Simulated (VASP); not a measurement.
Input of a VASP 6.6.1 run:

File INCAR:

```
SYSTEM = Pb
PREC = Accurate
ENCUT = 600
EDIFF = 1E-6
ISMEAR = 0
SIGMA = 0.1
LREAL = .FALSE.
LASPH = .TRUE.
NELM = 60
ALGO = Normal
ISIF = 3
LWAVE = .FALSE.
LCHARG = .FALSE.
GGA = PS
IBRION = 2
NSW = 80
EDIFFG = -0.05
```

Contents of KPOINTS:

```
Automatic mesh
0
G
  6 6 8
  0 0 0
```

Contents of POSCAR:

```
Pb
1.0
    4.2397979375      0.0000000000      0.0000000000
   -2.1198989688      3.6717727208      0.0000000000
    0.0000000000      0.0000000000      2.6280304036
Pb
3
Direct
    0.0000000000      0.0000000000      0.0000000000
    0.3333333333      0.6666666667      0.5000000000
    0.6666666667      0.3333333333      0.5000000000
```

Potentials or basis: VASP PAW PBE potentials, release 64 (Pb_d).

Run with:

```sh
$ cat potpaw_PBE.64/Pb_d/POTCAR > POTCAR
$ mpirun -np 1 vasp_std > vasp.out
```

Problem. What does it give for the relaxed volume?

Solution. 29.65 Å³/atom.

Problem. Predict the space group after relaxing (to 0.05 Å).

Solution. P6/mmm (No. 191).

Problem. What does it give for the relaxed cell?

Solution. a = 5.568 Å, b = 5.568 Å, c = 3.313 Å, α = 90.00°, β = 90.00°, γ = 120.00°.

Problem. Predict the band gap on the k mesh.

Solution. Zero (band 21 reaches 8.50 eV, above the bottom of band 22 at 5.17 eV).

Final structure:
```
Pb
1.0
     5.56811    0.00000    0.00000
    -2.78405    4.82212    0.00000
     0.00000    0.00000    3.31276
Pb
3
Direct
  0.00000 0.00000 0.00000
  0.33333 0.66667 0.50000
  0.66667 0.33333 0.50000
```

Caveat: the volume moved by over 15 % at a fixed basis, so the end points are rough; the PAW data sets were made with another functional, which shifts forces and pressure a little; spin-orbit coupling is left out, which moves the levels of the heavy elements.
